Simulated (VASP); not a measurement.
Here is a VASP 6.6.1 calculation.

File INCAR:

```
SYSTEM = HfB
PREC     = Accurate       ! precision mode
ENCUT    = 520            ! plane-wave cutoff, eV
EDIFF    = 1E-6           ! SCF threshold, eV
ISMEAR   = 0              ! smearing method
SIGMA    = 0.15           ! smearing width, eV
LREAL    = .FALSE.        ! projectors in reciprocal space
LASPH    = .TRUE.         ! aspherical terms in the spheres
NELM     = 80             ! most SCF steps
ALGO     = Normal         ! electronic algorithm
ISIF     = 2              ! what is computed and relaxed
LWAVE    = .FALSE.        ! write WAVECAR
LCHARG   = .FALSE.        ! write CHGCAR
GGA      = PE             ! functional
NBANDS   = 14             ! bands
```

File KPOINTS:

```
regular mesh
0
G
  18 18 18
  0 0 0
```

File POSCAR:

```
HfB
1.0
    0.0000000000      2.3100000000      2.3100000000
    2.3100000000      0.0000000000      2.3100000000
    2.3100000000      2.3100000000      0.0000000000
Hf B
1 1
Direct
    0.5000000000      0.5000000000      0.5000000000
   -0.0270562771     -0.0270562771      0.0270562771
```

Potentials or basis: VASP PAW PBE potentials, release 64 (Hf_pv, B).

Command:

```bash
$ cat potpaw_PBE.64/Hf_pv/POTCAR potpaw_PBE.64/B/POTCAR > POTCAR
$ mpirun -np 1 vasp_std > vasp.out
```

(1) Predict the largest force.

(2) Predict the band gap on the k mesh.

(3) Predict the pressure.

Answers

(1) 1.513 eV/Å.

(2) zero (an odd number of electrons rules out a gap without spin polarisation).

(3) 31.8 GPa.

Caveat: the cell differs from its parent crystal (all B atoms moved +0.125 Å, as atom 2 towards its neighbour atom 1 (Hf) at 2.310 Å); the cell stands under pressure; spin-orbit coupling is left out, which moves the levels of the heavy elements; forces of over 1 eV/Å act on the atoms, so gaps and moduli don't describe the material at rest.
